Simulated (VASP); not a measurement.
# NaF (I4mm) in VASP: a series of runs, part 2 of 2

VASP 6.6.1.

## 4. Single point, PBE (all F atoms moved +0.175 Å, as atom 2 along Cartesian [0 0 1])

File INCAR:

```
SYSTEM = NaF
  ALGO = Normal
  EDIFF = 1E-6
  ENCUT = 520
  GGA = PE
  ISIF = 2
  ISMEAR = 0
  LASPH = .True.
  LCHARG = .False.
  LREAL = .False.
  LWAVE = .False.
  NBANDS = 14
  NELM = 100
  PREC = Accurate
  SIGMA = 0.05
```

File KPOINTS:

```
k-points
0
Gamma
  8 8 8
  0 0 0
```

File POSCAR:

```
NaF
1.0
    0.0000000000      2.3233000000      2.3233000000
    2.3233000000      0.0000000000      2.3233000000
    2.3233000000      2.3233000000      0.0000000000
Na F
1 1
Direct
    0.0000000000      0.0000000000      0.0000000000
    0.5376619464      0.5376619464      0.4623380536
```

Run with:

```console
cat potpaw_PBE.64/Na_pv/POTCAR potpaw_PBE.64/F/POTCAR > POTCAR
mpirun -np 1 vasp_std > vasp.out
```

Run time: 6.8 s. Hardware: 1 thread of Intel Xeon Platinum 8488C (Sapphire Rapids), shared host; peak memory 0.14 GiB.

It converged, with:

```yaml
Free_energy: -8.5248 eV
Pressure: 2.5 GPa
Largest_force: 0.490 eV/Å
Band_gap_on_the_k_mesh: 6.26 eV, direct
```

Forces on the atoms (eV/Å):
```
Na   0.000  0.000  0.490
F    0.000  0.000 -0.490
```

Stress tensor (GPa, compression positive):
```
1.32 0.00 0.00
0.00 1.32 0.00
0.00 0.00 4.97
```

Levels at points of the mesh, in eV from the valence-band top:
```csv
k point,band 5,band 6,band 7,band 8,band 9,band 10
"(0.00, 0.00, 0.00)",0.00,0.00,0.00,6.26,18.96,19.01
"(0.50, 0.00, 0.00)",-1.56,-0.24,-0.24,10.74,12.38,19.96
"(0.50, 0.50, 0.00)",-1.23,-0.39,-0.39,12.82,13.29,13.70
"(0.00, 0.50, 0.50)",-1.25,-0.41,-0.39,13.10,13.36,13.42
```

Caveat: the cell differs from its parent crystal (all F atoms moved +0.175 Å, as atom 2 along Cartesian [0 0 1]).

## 5. Single point, PBE (all F atoms moved +0.125 Å, as atom 2 along Cartesian [0 0 1])

File INCAR:

```
SYSTEM = NaF
PREC = Accurate
ENCUT = 520
EDIFF = 1E-7
ISMEAR = 0
SIGMA = 0.05
LREAL = .FALSE.
LASPH = .TRUE.
NELM = 100
ALGO = Normal
ISIF = 2
LWAVE = .FALSE.
LCHARG = .FALSE.
GGA = PE
NBANDS = 14
```

File KPOINTS:

```
Automatic mesh
0
G
  8 8 8
  0 0 0
```

POSCAR, as its differences from that of step 4:

```diff
@@ -9,2 +9,2 @@
     0.0000000000      0.0000000000      0.0000000000
-    0.5376619464      0.5376619464      0.4623380536
+    0.5269013903      0.5269013903      0.4730986097
```

Potentials or basis: VASP PAW PBE potentials, release 64 (Na_pv, F).

Run with:

```console
cat potpaw_PBE.64/Na_pv/POTCAR potpaw_PBE.64/F/POTCAR > POTCAR
mpirun -np 1 vasp_std > vasp.out
```

OUTCAR:

```text
SYSTEM = NaF
   PREC = Accurate
   ENCUT = 520
   EDIFF = 1E-7
   ISMEAR = 0
   LREAL = .FALSE.
   LASPH = .TRUE.
   NELM = 100
   ISIF = 2
   GGA = PE

 ion  position               nearest neighbor table
   1  0.000  0.000  0.000-   2 2.20   2 2.33   2 2.33   2 2.33   2 2.33
   2  0.527  0.527  0.473-   1 2.20   1 2.33   1 2.33   1 2.33   1 2.33

  LATTYP: Found a face centered cubic cell.
 ALAT       =     4.6466000000

  Lattice vectors:

 A1 = (   0.0000000000,   2.3233000000,   2.3233000000)
 A2 = (   2.3233000000,   0.0000000000,   2.3233000000)
 A3 = (   2.3233000000,   2.3233000000,   0.0000000000)

Analysis of symmetry for initial positions (statically):
=====================================================================
 Subroutine PRICEL returns:
 Original cell was already a primitive cell.

 Routine SETGRP: Setting up the symmetry group for a
 face centered cubic supercell.

 Subroutine GETGRP returns: Found  8 space group operations
 (whereof  8 operations were pure point group operations)
 out of a pool of 48 trial point group operations.

The static configuration has the point symmetry C_4v.

Analysis of symmetry for dynamics (positions and initial velocities):
=====================================================================
 Subroutine PRICEL returns:
 Original cell was already a primitive cell.

 Routine SETGRP: Setting up the symmetry group for a
 face centered cubic supercell.

 Subroutine GETGRP returns: Found  8 space group operations
 (whereof  8 operations were pure point group operations)
 out of a pool of 48 trial point group operations.

The dynamic configuration has the point symmetry C_4v.

 Subroutine INISYM returns: Found  8 space group operations
 (whereof  8 operations are pure point group operations),
 and found     1 'primitive' translations

----------------------------------------------------------------------------------------

                                     Primitive cell

  volume of cell :      25.0811

  direct lattice vectors                    reciprocal lattice vectors
     0.000000000  2.323300000  2.323300000    -0.215211122  0.215211122  0.215211122
     2.323300000  0.000000000  2.323300000     0.215211122 -0.215211122  0.215211122
     2.323300000  2.323300000  0.000000000     0.215211122  0.215211122 -0.215211122

  length of vectors
     3.285642369  3.285642369  3.285642369     0.372756598  0.372756598  0.372756598

  position of ions in fractional coordinates (direct lattice)
     0.000000000  0.000000000  0.000000000
     0.526901390  0.526901390  0.473098610

  ion indices of the primitive-cell ions
   primitive index   ion index
                 1           1
                 2           2

----------------------------------------------------------------------------------------

 KPOINTS: Automatic mesh

Automatic generation of k-mesh.
 Grid dimensions read from file:
 generate k-points for:    8    8    8

 Generating k-lattice:

  Cartesian coordinates                     Fractional coordinates (reciprocal lattice)
    -0.026901390  0.026901390  0.026901390     0.125000000  0.000000000  0.000000000
     0.026901390 -0.026901390  0.026901390     0.000000000  0.125000000  0.000000000
     0.026901390  0.026901390 -0.026901390     0.000000000  0.000000000  0.125000000

  Length of vectors
     0.046594575  0.046594575  0.046594575

  Shift w.r.t. Gamma in fractional coordinates (k-lattice)
     0.000000000  0.000000000  0.000000000

 Subroutine IBZKPT returns following result:
 ===========================================

 Found     59 irreducible k-points:

 Following reciprocal coordinates:
            Coordinates               Weight
  0.000000  0.000000  0.000000      1.000000
  0.125000  0.000000  0.000000      8.000000
  0.250000  0.000000  0.000000      8.000000
  0.375000  0.000000  0.000000      8.000000
  0.500000  0.000000  0.000000      4.000000
  0.125000  0.125000  0.000000      2.000000
[... 16 lines left out ...]
  0.000000  0.375000  0.250000     16.000000
  0.500000  0.250000  0.000000      8.000000
 [... further k-points ...]
   k-points           NKPTS =     59   k-points in BZ     NKDIM =     59   number of bands    NBANDS=     14
   number of dos      NEDOS =    301   number of ions     NIONS =      2
   total plane-waves  NPLWV =  13824
   dimension x,y,z NGX =    24 NGY =   24 NGZ =   24
   dimension x,y,z NGXF=    48 NGYF=   48 NGZF=   48
   ions per type =               1   1
   NGX,Y,Z   is equivalent  to a cutoff of  12.14, 12.14, 12.14 a.u.
   NGXF,Y,Z  is equivalent  to a cutoff of  24.29, 24.29, 24.29 a.u.
 SYSTEM =  NaF
   PREC   = accura    normal or accurate (medium, high low for compatibility)
   ISTART =      0    job   : 0-new  1-cont  2-samecut
   ICHARG =      2    charge: 1-file 2-atom 10-const
   ISPIN  =      1    spin polarized calculation?
   LNONCOLLINEAR =      F non collinear calculations
   LSORBIT =      F    spin-orbit coupling
   LASPH  =      T    aspherical Exc in radial PAW
   ENCUT  =  520.0 eV  38.22 Ry    6.18 a.u.   6.11  6.11  6.11*2*pi/ulx,y,z
   NELM   =    100;   NELMIN=  2; NELMDL= -5     # of ELM steps
   EDIFF  = 0.1E-06   stopping-criterion for ELM
   LREAL  =      F    real-space projection
   EDIFFG = 0.1E-05   stopping-criterion for IOM
   NSW    =      0    number of steps for IOM
   IBRION =     -1    ionic relax: 0-MD 1-quasi-New 2-CG
   NFREE  =      0    steps in history (QN), initial steepest desc. (CG)
   ISIF   =      2    stress and relaxation
   ISYM   =      2    0-nonsym 1-usesym 2-fastsym
   POTIM  = 0.5000    time-step for ionic-motion
   TEBEG  =    0.0;   TEEND  =   0.0 temperature during run
   PSTRESS=    0.0 pullay stress
   NELECT =      14.0000    total number of electrons
   NUPDOWN=      -1.0000    fix difference up-down
   EMIN   =  10.00;   EMAX   =-10.00  energy-range for DOS
   EFERMI =   0.00;   METHOD = LEGACY
   ISMEAR =     0;   SIGMA  =   0.05  broadening in eV -4-tet -1-fermi 0-gaus
   EFERMI_NEDOS =   21; number of points for ismear=-14 and -15
   IALGO  =     38    algorithm
   IMIX   =      4    mixing-type and parameters
     AMIX     =   0.40;   BMIX     =  1.00
     AMIX_MAG =   1.60;   BMIX_MAG =  1.00
  volume/ion in A,a.u.               =      12.54        84.63
  Fermi-wavevector in a.u.,A,eV,Ry     =   1.347935  2.547227 24.720809  1.816928
  Thomas-Fermi vector in A             =   2.475645
   LORBIT       =      0    0 simple, 1 ext, 2 COOP (PROOUT), +10 PAW based schemes
   GGA     = PE    functional components
   LHFCALC =     F    Hartree Fock is set to
   AEXX    =    0.0000 exact exchange contribution
   IVDW    =     0    specifies the selected vdW correction
   LEPSILON=     F    determine dielectric tensor
   LRPA    =     F    only Hartree local field effects (RPA)
 non-spin polarized calculation
 Gauss-broadening in eV      SIGMA  =   0.05
  energy-cutoff  :      520.00
  volume of cell :       25.08
 maximum number of plane-waves:       692
   NGX = 13   NGY = 13   NGZ = 13

 number of electron      13.9999999 magnetization

 Free energy of the ion-electron system (eV)
  ---------------------------------------------------
  ext. energy  EPLUGINS =         0.00000000
  ---------------------------------------------------
  free energy    TOTEN  =        -8.54496271 eV

  energy without entropy =       -8.54496271  energy(sigma->0) =       -8.54496271

 E-fermi :  -1.9076     XC(G=0):  -9.1117

 val. band max:       -2.1255860218   @ k =   0.0000   0.0000   0.0000
 cond. band min:       4.1316833408   @ k =   0.0000   0.0000   0.0000
 fundamental gap:      6.2572693625
 Fermi energy:        -1.9076428960

 k-point     1 :       0.0000    0.0000    0.0000
  band No.  band energies     occupation
      1     -21.3354      2.00000
      2     -21.0795      2.00000
      3     -21.0795      2.00000
      4     -21.0259      2.00000
      5      -2.1259      2.00000
      6      -2.1256      2.00000
      7      -2.1256      2.00000
      8       4.1317      0.00000
      9      16.8164      0.00000
     10      16.8408      0.00000
     11      16.8408      0.00000
     12      19.6227      0.00000
     13      21.8162      0.00000
     14      21.8197      0.00000
[... 375 lines left out ...]
 k-point    24 :       0.5000    0.2500    0.0000
  band No.  band energies     occupation
      1     -21.7010      2.00000
      2     -21.1398      2.00000
      3     -21.1117      2.00000
      4     -20.5104      2.00000
      5      -3.3384      2.00000
      6      -2.6819      2.00000
      7      -2.4469      2.00000
      8       9.2543      0.00000
      9      11.0116      0.00000
     10      14.4188      0.00000
     11      17.5906      0.00000
     12      17.6941      0.00000
     13      23.3421      0.00000
     14      24.7904      0.00000

 [... further k-points ...]
[... 5 lines left out ...]
  --------------------------------------------------------------------------------------
  -------------------------------------------------------------------------------------
  Total        0.2272730      0.2272730      0.5134050      0.0000000     -0.0000000     -0.0000000
  in kB       14.5181935     14.5181935     32.7962975      0.0000000     -0.0000000     -0.0000000
  external PRESSURE =      20.6108948 kB  Pullay stress =       0.0000000 kB

 VOLUME and BASIS-vectors are now :
 -----------------------------------------------------------------------------
  energy-cutoff  :      520.00
  volume of cell :       25.08
      direct lattice vectors                 reciprocal lattice vectors
     0.000000000  2.323300000  2.323300000    -0.215211122  0.215211122  0.215211122
     2.323300000  0.000000000  2.323300000     0.215211122 -0.215211122  0.215211122
     2.323300000  2.323300000  0.000000000     0.215211122  0.215211122 -0.215211122

 POSITION                                       TOTAL-FORCE (eV/Angst)
 -----------------------------------------------------------------------------------
      0.00000      0.00000      0.00000         0.000000      0.000000      0.320831
      2.32330      2.32330      2.44830         0.000000      0.000000     -0.320831
 -----------------------------------------------------------------------------------
    total drift:                               -0.000001     -0.000001      0.000840

  FREE ENERGIE OF THE ION-ELECTRON SYSTEM (eV)
  ---------------------------------------------------
  free  energy   TOTEN  =        -8.5449627107 eV

  energy  without entropy=       -8.5449627107  energy(sigma->0) =       -8.54496271
```

OSZICAR:

```text
N       E                     dE             d eps       ncg     rms          rms(c)
DAV:   1     0.105477953592E+03    0.10548E+03   -0.77246E+03  1682   0.121E+03
DAV:   2    -0.436516443525E+01   -0.10984E+03   -0.10185E+03  1826   0.343E+02
DAV:   3    -0.940926939934E+01   -0.50441E+01   -0.50356E+01  2078   0.667E+01
DAV:   4    -0.944904466679E+01   -0.39775E-01   -0.39774E-01  1874   0.632E+00
DAV:   5    -0.944947518104E+01   -0.43051E-03   -0.43051E-03  2036   0.656E-01    0.545E+00
DAV:   6    -0.855270170469E+01    0.89677E+00   -0.31215E+00  2004   0.149E+01    0.182E+00
DAV:   7    -0.854292380008E+01    0.97779E-02   -0.33041E-02  1742   0.208E+00    0.106E+00
DAV:   8    -0.854440211344E+01   -0.14783E-02   -0.29229E-02  1772   0.337E+00    0.154E-01
DAV:   9    -0.854502263053E+01   -0.62052E-03   -0.42841E-03  2200   0.611E-01    0.114E-01
DAV:  10    -0.854496661201E+01    0.56019E-04   -0.68961E-04  1814   0.317E-01    0.214E-02
DAV:  11    -0.854496264120E+01    0.39708E-05   -0.29860E-05  1958   0.687E-02    0.277E-03
DAV:  12    -0.854496298687E+01   -0.34568E-06   -0.14290E-06  1832   0.128E-02    0.246E-03
DAV:  13    -0.854496280473E+01    0.18214E-06   -0.45801E-07  1874   0.760E-03    0.734E-04
DAV:  14    -0.854496270267E+01    0.10206E-06   -0.74723E-08  1610   0.364E-03    0.180E-04
DAV:  15    -0.854496271075E+01   -0.80777E-08   -0.64103E-09   898   0.892E-04
   1 F= -.85449627E+01 E0= -.85449627E+01  d E =-.915254E-12
```

stdout:

```text
POSCAR found type information on POSCAR NaF
 POSCAR found :  2 types and       2 ions
 scaLAPACK will be used
 LDA part: xc-table for (Slater+PW92), standard interpolation
 POSCAR, INCAR and KPOINTS ok, starting setup
 FFT: planning ... GRIDC
 FFT: planning ... GRID_SOFT
 FFT: planning ... GRID
 WAVECAR not read
 entering main loop
```

Run time: 8 s. Hardware: 1 thread of Intel Xeon Platinum 8488C (Sapphire Rapids), shared host; peak memory 0.14 GiB.

What came out:

```
Free energy            : -8.5450 eV
Pressure               : 2.1 GPa
Largest force          : 0.321 eV/Å
Band gap on the k mesh : 6.26 eV, direct
```

Forces on the atoms (eV/Å):
```
Na   0.000  0.000  0.321
F    0.000  0.000 -0.321
```

Stress tensor (GPa, compression positive):
```
1.45 0.00 0.00
0.00 1.45 0.00
0.00 0.00 3.28
```

Caveat: the cell differs from its parent crystal (all F atoms moved +0.125 Å, as atom 2 along Cartesian [0 0 1]).
